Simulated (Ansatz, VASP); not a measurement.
**GaSb3 in VASP and in Ansatz**

```xyz
4
Lattice="3.0044 0.0000 0.0000 0.0000 3.3641 0.0000 0.0000 0.0000 10.7388" Properties=species:S:1:pos:R:3 pbc="T T T"
Ga    0.0000    0.0000    0.0000
Sb    0.0000    1.6820    2.4862
Sb    0.0000    0.0000    5.3694
Sb    0.0000    1.6820    8.2525
```

Change from the starting cell: species swapped into the Sn3Pb type (Pmmm, No. 47).

Alike in both runs: functional PBE; k mesh 6 × 6 × 2; occupations gaussian, width 0.2 eV; no spin polarisation.

Ansatz relaxed the structure, and its values are those at the end. VASP's run is a single point on that final structure, the one shown.

```csv
,VASP,Ansatz
version,VASP 6.6.1,Ansatz 0.2.0
potentials or method,"VASP PAW PBE potentials, release 64 (Ga_d, Sb), cutoff 520 eV","scalar-relativistic, plane waves, PAW"
valence electrons in the cell,28,58
```

```csv
,VASP,Ansatz,Ansatz less VASP
gap on the k mesh at the Fermi level (eV),none,none,-
pressure (GPa),0.1,0.1,+0.03
rms of the force components (eV/Å),0.008,0.005,-0.0025
```

A gap of «none» marks a metal or a gap that the smearing closes. VASP's potentials hold 28 valence electrons a cell and Ansatz's 58, so a difference there can come from the potentials and not from the codes.

Spin-orbit coupling is off throughout.
